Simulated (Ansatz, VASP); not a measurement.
# One calculation of Tl, two programs

File INCAR:

```
ALGO = Normal ; EDIFF = 1E-7
ENCUT = 520 ; GGA = PE
ISIF = 2 ; ISMEAR = 0
LASPH = T ; LCHARG = T
LELF = T ; LREAL = F
LVHAR = T ; LWAVE = F
NBANDS = 12 ; NELM = 100
PREC = Accurate ; SIGMA = 0.05
```

Contents of KPOINTS:

```
k-points
0
Gamma
  16 16 16
```

The input POSCAR:

```
Tl
1.0
   -1.9838319202      1.9838319202      1.9838319202
    1.9838319202     -1.9838319202      1.9838319202
    1.9838319202      1.9838319202     -1.9838319202
Tl
1
Direct
    0.0000000000      0.0000000000      0.0000000000
```

Input for Ansatz:

```yaml
crystal:
  lattice:
    - [-1.9838319202, 1.9838319202, 1.9838319202]
    - [1.9838319202, -1.9838319202, 1.9838319202]
    - [1.9838319202, 1.9838319202, -1.9838319202]
  atoms:
    - { symbol: Tl, position: [0.0, 0.0, 0.0] }
basis:
  ecutwfc: 420
  ecutrho_ratio: 4
kpoints:
  mp_grid: { grid: [16, 16, 16] }
hamiltonian:
  xc: pbe
scf:
  occupations: { method: gaussian, width: 0.05 }
output:
  forces: true
  stress: true
  eigenvalues: true
```

Alike in both runs: task single point; functional PBE; k mesh 16 × 16 × 16; occupations gaussian, width 0.05 eV; no spin polarisation.

|  | VASP | Ansatz |
| --- | --- | --- |
| version | VASP 6.6.1 | Ansatz 0.2.0 |
| potentials or method | VASP PAW PBE potentials, release 64 (Tl_d), cutoff 520 eV | scalar-relativistic, plane waves, PAW |
| valence electrons in the cell | 13 | 13 |

VASP gave:

* pressure (GPa): 0.0

Task: What did Ansatz give for the same quantities?

Result: Pressure (GPa): 0.1.

The functional is the same, so the differences come from potentials, cutoffs and numerics.

Spin-orbit coupling is off throughout.
